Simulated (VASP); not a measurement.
# Zn2CdTe3 (P3m1) in VASP: a series of runs

The runs below take Zn2CdTe3 through single point, relaxation of shape and atoms at fixed volume, with PBE.

Everything below comes from runs of VASP 6.6.1. Logs are shortened: lines on timing, memory, paths and dates and some standing lists are left out, and cuts for length are marked.

## 1. The cell of the first run

Symmetry: P3m1, No. 156, trigonal system. The conventional cell has a = 4.467 Å, b = 4.467 Å, c = 11.001 Å, α = 90.00°, β = 90.00°, γ = 120.00°. Zn (site symmetry 3m) has 4 Te at 2.68 to 2.71 Å within 3.5 Å. Zn (site symmetry 3m) has 4 Te at 2.67 to 2.71 Å within 3.5 Å. Cd (site symmetry 3m) has 4 Te at 2.81 to 2.85 Å within 3.7 Å. Within 3.6 Å of Te (site symmetry 3m) lie 3 Zn at 2.71 Å and 1 Cd at 2.85 Å. Within 3.5 Å of Te (site symmetry 3m) lie 4 Zn at 2.68 to 2.71 Å. Within 3.5 Å of Te (site symmetry 3m) lie 1 Zn at 2.67 Å and 3 Cd at 2.81 Å.

## 2. Single point, PBE

File INCAR:

```
ALGO = Normal ; EDIFF = 1E-6
ENCUT = 520 ; GGA = PE
ISIF = 2 ; ISMEAR = 0
LASPH = True ; LCHARG = False
LREAL = False ; LWAVE = False
NBANDS = 36 ; NELM = 100
PREC = Accurate ; SIGMA = 0.02
```

File KPOINTS:

```
k-points
0
Gamma
  6 6 4
```

File POSCAR:

```
Zn2CdTe3
1.0
    4.4672940057      0.0000000000      0.0000000000
   -2.2336470028      3.8687900951      0.0000000000
    0.0000000000      0.0000000000     11.0010090000
Zn Cd Te
2 1 3
Direct
    0.3333333333      0.6666666667      0.6604900000
    0.6666666667      0.3333333333      0.3406080000
    0.0000000000      0.0000000000      0.9964020000
    0.0000000000      0.0000000000      0.7375610000
    0.3333333333      0.6666666667      0.4171020000
    0.6666666667      0.3333333333      0.0978370000
```

Potentials or basis: VASP PAW PBE potentials, release 64 (Zn, Cd, Te).

Started as:

```console
$ cat potpaw_PBE.64/Zn/POTCAR potpaw_PBE.64/Cd/POTCAR potpaw_PBE.64/Te/POTCAR > POTCAR
$ mpirun -np 1 vasp_std > vasp.out
```

OUTCAR:

```text
EDIFF = 1E-6
   ENCUT = 520
   GGA = PE
   ISIF = 2
   ISMEAR = 0
   LASPH = True
   LREAL = False
   NELM = 100
   PREC = Accurate

 ion  position               nearest neighbor table
   1  0.333  0.667  0.660-   5 2.68   4 2.71   4 2.71   4 2.71
   2  0.667  0.333  0.341-   6 2.67   5 2.71   5 2.71   5 2.71
   3  0.000  0.000  0.996-   6 2.81   6 2.81   6 2.81   4 2.85
   4  0.000  0.000  0.738-   1 2.71   1 2.71   1 2.71   3 2.85
   5  0.333  0.667  0.417-   1 2.68   2 2.71   2 2.71   2 2.71
   6  0.667  0.333  0.098-   2 2.67   3 2.81   3 2.81   3 2.81

  LATTYP: Found a hexagonal cell.
 ALAT       =     4.4672940057
 C/A-ratio  =     2.4625665976

  Lattice vectors:

 A1 = (   4.4672940057,   0.0000000000,   0.0000000000)
 A2 = (  -2.2336470028,   3.8687900951,   0.0000000000)
 A3 = (   0.0000000000,   0.0000000000,  11.0010090000)

Analysis of symmetry for initial positions (statically):
=====================================================================
 Subroutine PRICEL returns:
 Original cell was already a primitive cell.

 Routine SETGRP: Setting up the symmetry group for a
 hexagonal supercell.

 Subroutine GETGRP returns: Found  6 space group operations
 (whereof  6 operations were pure point group operations)
 out of a pool of 24 trial point group operations.

The static configuration has the point symmetry C_3v.

Analysis of symmetry for dynamics (positions and initial velocities):
=====================================================================
 Subroutine PRICEL returns:
 Original cell was already a primitive cell.

 Routine SETGRP: Setting up the symmetry group for a
 hexagonal supercell.

 Subroutine GETGRP returns: Found  6 space group operations
 (whereof  6 operations were pure point group operations)
 out of a pool of 24 trial point group operations.

The dynamic configuration has the point symmetry C_3v.

 Subroutine INISYM returns: Found  6 space group operations
 (whereof  6 operations are pure point group operations),
 and found     1 'primitive' translations

----------------------------------------------------------------------------------------

                                     Primitive cell

  volume of cell :     190.1307

  direct lattice vectors                    reciprocal lattice vectors
     4.467294006  0.000000000  0.000000000     0.223849158  0.129239371  0.000000000
    -2.233647003  3.868790095  0.000000000     0.000000000  0.258478743  0.000000000
     0.000000000  0.000000000 11.001009000     0.000000000  0.000000000  0.090900753

  length of vectors
     4.467294006  4.467294006 11.001009000     0.258478743  0.258478743  0.090900753

  position of ions in fractional coordinates (direct lattice)
     0.333333333  0.666666667  0.660490000
     0.666666667  0.333333333  0.340608000
     0.000000000  0.000000000  0.996402000
     0.000000000  0.000000000  0.737561000
     0.333333333  0.666666667  0.417102000
     0.666666667  0.333333333  0.097837000

  ion indices of the primitive-cell ions
   primitive index   ion index
                 1           1
                 2           2
                 3           3
                 4           4
                 5           5
                 6           6

----------------------------------------------------------------------------------------

 KPOINTS: k-points

Automatic generation of k-mesh.
 Grid dimensions read from file:
 generate k-points for:    6    6    4

 Generating k-lattice:

  Cartesian coordinates                     Fractional coordinates (reciprocal lattice)
     0.037308193  0.021539895  0.000000000     0.166666667  0.000000000  0.000000000
     0.000000000  0.043079790  0.000000000     0.000000000  0.166666667  0.000000000
     0.000000000  0.000000000  0.022725188     0.000000000  0.000000000  0.250000000

  Length of vectors
     0.043079790  0.043079790  0.022725188

  Shift w.r.t. Gamma in fractional coordinates (k-lattice)
     0.000000000  0.000000000  0.000000000

 Subroutine IBZKPT returns following result:
 ===========================================

 Found     24 irreducible k-points:

 Following reciprocal coordinates:
            Coordinates               Weight
  0.000000  0.000000  0.000000      1.000000
  0.166667 -0.000000  0.000000      6.000000
  0.333333 -0.000000  0.000000      6.000000
  0.500000 -0.000000  0.000000      3.000000
  0.166667  0.166667  0.000000      6.000000
  0.333333  0.166667  0.000000     12.000000
[... 16 lines left out ...]
  0.333333  0.166667  0.500000     12.000000
  0.333333  0.333333  0.500000      2.000000
   k-points           NKPTS =     24   k-points in BZ     NKDIM =     24   number of bands    NBANDS=     36
   number of dos      NEDOS =    301   number of ions     NIONS =      6
   total plane-waves  NPLWV = 108864
   dimension x,y,z NGX =    36 NGY =   36 NGZ =   84
   dimension x,y,z NGXF=    72 NGYF=   72 NGZF=  168
   ions per type =               2   1   3
   NGX,Y,Z   is equivalent  to a cutoff of  13.40, 13.40, 12.69 a.u.
   NGXF,Y,Z  is equivalent  to a cutoff of  26.79, 26.79, 25.39 a.u.
 SYSTEM =  unknown system
   PREC   = accura    normal or accurate (medium, high low for compatibility)
   ISTART =      0    job   : 0-new  1-cont  2-samecut
   ICHARG =      2    charge: 1-file 2-atom 10-const
   ISPIN  =      1    spin polarized calculation?
   LNONCOLLINEAR =      F non collinear calculations
   LSORBIT =      F    spin-orbit coupling
   LASPH  =      T    aspherical Exc in radial PAW
   ENCUT  =  520.0 eV  38.22 Ry    6.18 a.u.   8.31  8.31 20.45*2*pi/ulx,y,z
   NELM   =    100;   NELMIN=  2; NELMDL= -5     # of ELM steps
   EDIFF  = 0.1E-05   stopping-criterion for ELM
   LREAL  =      F    real-space projection
   EDIFFG = 0.1E-04   stopping-criterion for IOM
   NSW    =      0    number of steps for IOM
   IBRION =     -1    ionic relax: 0-MD 1-quasi-New 2-CG
   NFREE  =      0    steps in history (QN), initial steepest desc. (CG)
   ISIF   =      2    stress and relaxation
   ISYM   =      2    0-nonsym 1-usesym 2-fastsym
   POTIM  = 0.5000    time-step for ionic-motion
   TEBEG  =    0.0;   TEEND  =   0.0 temperature during run
   PSTRESS=    0.0 pullay stress
   NELECT =      54.0000    total number of electrons
   NUPDOWN=      -1.0000    fix difference up-down
   EMIN   =  10.00;   EMAX   =-10.00  energy-range for DOS
   EFERMI =   0.00;   METHOD = LEGACY
   ISMEAR =     0;   SIGMA  =   0.02  broadening in eV -4-tet -1-fermi 0-gaus
   EFERMI_NEDOS =   21; number of points for ismear=-14 and -15
   IALGO  =     38    algorithm
   IMIX   =      4    mixing-type and parameters
     AMIX     =   0.40;   BMIX     =  1.00
     AMIX_MAG =   1.60;   BMIX_MAG =  1.00
  volume/ion in A,a.u.               =      31.69       213.84
  Fermi-wavevector in a.u.,A,eV,Ry     =   1.076107  2.033547 15.755624  1.158006
  Thomas-Fermi vector in A             =   2.211982
   LORBIT       =      0    0 simple, 1 ext, 2 COOP (PROOUT), +10 PAW based schemes
   GGA     = PE    functional components
   LHFCALC =     F    Hartree Fock is set to
   AEXX    =    0.0000 exact exchange contribution
   IVDW    =     0    specifies the selected vdW correction
   LEPSILON=     F    determine dielectric tensor
   LRPA    =     F    only Hartree local field effects (RPA)
 non-spin polarized calculation
 Gauss-broadening in eV      SIGMA  =   0.02
  energy-cutoff  :      520.00
  volume of cell :      190.13
 maximum number of plane-waves:      5154
 NGX is ok and might be reduce to    36
   NGX = 17   NGY = 17   NGZ = 41

 number of electron      53.9999967 magnetization

 Free energy of the ion-electron system (eV)
  ---------------------------------------------------
  ext. energy  EPLUGINS =         0.00000000
  ---------------------------------------------------
  free energy    TOTEN  =       -15.07829036 eV

  energy without entropy =      -15.07829036  energy(sigma->0) =      -15.07829036

 E-fermi :   2.6771     XC(G=0):  -8.6165

 val. band max:        2.5488139972   @ k =   0.0000   0.0000   0.0000
 cond. band min:       3.2584444835   @ k =   0.0000   0.0000   0.0000
 fundamental gap:      0.7096304862
 Fermi energy:         2.6771369543

 k-point     1 :       0.0000    0.0000    0.0000
  band No.  band energies     occupation
      1      -8.8541      2.00000
      2      -8.4198      2.00000
      3      -8.2630      2.00000
      4      -5.6739      2.00000
      5      -5.6739      2.00000
      6      -5.5384      2.00000
[... 28 lines left out ...]
     35       7.4286      0.00000
     36       7.9378      0.00000

 k-point     2 :       0.1667   -0.0000    0.0000
  band No.  band energies     occupation
      1      -8.7224      2.00000
      2      -8.3299      2.00000
      3      -8.1924      2.00000
      4      -5.6539      2.00000
      5      -5.6260      2.00000
      6      -5.5176      2.00000
[... 28 lines left out ...]
     35       7.6328      0.00000
     36       7.9271      0.00000

 k-point     3 :       0.3333   -0.0000    0.0000
  band No.  band energies     occupation
      1      -8.4104      2.00000
      2      -8.1576      2.00000
      3      -8.0519      2.00000
      4      -5.6207      2.00000
      5      -5.5556      2.00000
      6      -5.4894      2.00000
[... 28 lines left out ...]
     35       8.3307      0.00000
     36       8.4753      0.00000
[... 742 lines left out ...]
 k-point    23 :       0.3333    0.1667    0.5000
  band No.  band energies     occupation
      1      -8.1920      2.00000
      2      -8.1153      2.00000
      3      -7.9820      2.00000
      4      -5.6190      2.00000
      5      -5.5264      2.00000
      6      -5.4782      2.00000
[... 28 lines left out ...]
     35       8.2971      0.00000
     36       8.5984      0.00000

 k-point    24 :       0.3333    0.3333    0.5000
  band No.  band energies     occupation
      1      -8.0705      2.00000
      2      -8.0275      2.00000
      3      -8.0233      2.00000
      4      -5.6229      2.00000
      5      -5.4877      2.00000
      6      -5.4749      2.00000
[... 28 lines left out ...]
     35       8.2228      0.00000
     36       8.7596      0.00000

------------------------ aborting loop because EDIFF is reached ----------------------------------------

  FORCE on cell =-STRESS in cart. coord.  units (eV):
  Direction    XX          YY          ZZ          XY          YZ          ZX
  --------------------------------------------------------------------------------------
  -------------------------------------------------------------------------------------
  Total        0.1023552      0.1023552      0.1052524      0.0000000      0.0000000     -0.0000000
  in kB        0.8625181      0.8625181      0.8869317      0.0000000      0.0000000     -0.0000000
  external PRESSURE =       0.8706559 kB  Pullay stress =       0.0000000 kB

 VOLUME and BASIS-vectors are now :
 -----------------------------------------------------------------------------
  energy-cutoff  :      520.00
  volume of cell :      190.13
      direct lattice vectors                 reciprocal lattice vectors
     4.467294006  0.000000000  0.000000000     0.223849158  0.129239371  0.000000000
    -2.233647003  3.868790095  0.000000000     0.000000000  0.258478743  0.000000000
     0.000000000  0.000000000 11.001009000     0.000000000  0.000000000  0.090900753

 POSITION                                       TOTAL-FORCE (eV/Angst)
 -----------------------------------------------------------------------------------
     -0.00000      2.57919      7.26606        -0.000000      0.000000      0.002193
      2.23365      1.28960      3.74703        -0.000000     -0.000000      0.001888
      0.00000      0.00000     10.96143         0.000000      0.000000     -0.002373
      0.00000      0.00000      8.11392        -0.000000     -0.000000     -0.008566
     -0.00000      2.57919      4.58854         0.000000     -0.000000     -0.001757
      2.23365      1.28960      1.07631         0.000000     -0.000000      0.008615
 -----------------------------------------------------------------------------------
    total drift:                                0.000001     -0.000001     -0.000323

  FREE ENERGIE OF THE ION-ELECTRON SYSTEM (eV)
  ---------------------------------------------------
  free  energy   TOTEN  =       -15.0782903552 eV

  energy  without entropy=      -15.0782903552  energy(sigma->0) =      -15.07829036
```

Run time: 3.6 min. Hardware: 1 thread of Intel Xeon Platinum 8375C at 2.90GHz (Ice Lake), shared host; peak memory 0.41 GiB.

What came out:

- Free energy: -15.0783 eV
- Pressure: 0.1 GPa
- Largest force: 0.009 eV/Å
- Band gap on the k mesh: 0.71 eV

Forces in eV/Å, atoms in the order of the input:
```
Zn   0.000  0.000  0.002
Zn   0.000  0.000  0.002
Cd   0.000  0.000 -0.002
Te   0.000  0.000 -0.009
Te   0.000  0.000 -0.002
Te   0.000  0.000  0.009
```

Caveat: semilocal functionals underestimate gaps, and a narrow one can read as zero; spin-orbit coupling is left out, which moves the levels of the heavy elements.

## 3. Relaxation of shape and atoms at fixed volume, PBE (33.59 Å³/atom)

This run uses another cell than the first one, of 33.59 Å³/atom.

File INCAR:

```
  ALGO = Normal
  EDIFF = 1E-7
  EDIFFG = -0.01
  ENCUT = 600
  GGA = PE
  IBRION = 2
  ISIF = 4
  ISMEAR = 0
  LASPH = True
  LCHARG = False
  LREAL = False
  LWAVE = False
  NELM = 100
  NSW = 50
  PREC = Accurate
  SIGMA = 0.02
```

KPOINTS is that of step 2.

File POSCAR:

```
Zn2CdTe3
1.0
    4.5567265646      0.0000000000      0.0000000000
   -2.2783632823      3.9462409630      0.0000000000
    0.0000000000      0.0000000000     11.2078295913
Zn Cd Te
2 1 3
Direct
    0.3333333333      0.6666666667      0.6604068572
    0.6666666667      0.3333333333      0.3402495070
    0.0000000000      0.0000000000      0.9970624892
    0.0000000000      0.0000000000      0.7378114328
    0.3333333333      0.6666666667      0.4170449193
    0.6666666667      0.3333333333      0.0974247946
```

Potentials or basis: VASP PAW PBE potentials, release 64 (Zn, Cd, Te).

Started as:

```console
$ cat potpaw_PBE.64/Zn/POTCAR potpaw_PBE.64/Cd/POTCAR potpaw_PBE.64/Te/POTCAR > POTCAR
$ mpirun -np 1 vasp_std > vasp.out
```

It took 3.6 min on 1 thread of Intel Xeon 6975P-C (Granite Rapids), shared host; peak memory 0.47 GiB.

The run converged. Its results:

```
Free energy                  : -15.0071 eV
Energy gained by relaxing    : 0.0 meV/atom
Ionic steps                  : 4
Pressure after relaxing      : -2.0 GPa
Largest force after relaxing : 0.009 eV/Å
Band gap on the k mesh       : 0.52 eV
```

Forces on the atoms (eV/Å):
```
Zn   0.000  0.000  0.005
Zn   0.000  0.000 -0.004
Cd   0.000  0.000  0.004
Te   0.000  0.000  0.005
Te   0.000  0.000 -0.009
Te   0.000  0.000 -0.001
```

The path:
```tsv
step	energy change (eV)	largest force (eV/Å)	pressure (GPa)	volume (Å³)
1	0.0000	0.0289	-1.98	201.54
2	-0.0001	0.0220	-1.98	201.54
3	-0.0002	0.0113	-1.98	201.54
4	-0.0002	0.0088	-1.97	201.54
```

Final structure:
```
Zn Cd Te
1.0
     4.55843    0.00000    0.00000
    -2.27921    3.94772    0.00000
     0.00000    0.00000   11.19946
Zn Cd Te
2 1 3
Direct
  0.33333 0.66667 0.66027
  0.66667 0.33333 0.34000
  0.00000 0.00000 0.99748
  0.00000 0.00000 0.73788
  0.33333 0.66667 0.41719
  0.66667 0.33333 0.09718
```

Levels at points of the mesh, in eV from the valence-band top:
| k point | band 25 | band 26 | band 27 | band 28 | band 29 | band 30 |
| --- | --- | --- | --- | --- | --- | --- |
| (0.00, 0.00, 0.00) | -0.11 | 0.00 | 0.00 | 0.52 | 1.44 | 2.07 |
| (0.50, 0.00, 0.00) | -1.62 | -1.15 | -0.91 | 2.29 | 2.45 | 2.52 |
| (0.00, 0.00, 0.50) | -0.37 | -0.11 | -0.11 | 1.38 | 1.48 | 2.12 |
| (0.50, 0.00, 0.50) | -1.44 | -0.79 | -0.71 | 1.57 | 2.44 | 2.90 |

Caveat: semilocal functionals underestimate gaps, and a narrow one can read as zero; spin-orbit coupling is left out, which moves the levels of the heavy elements.

[end of part 1 of 2]
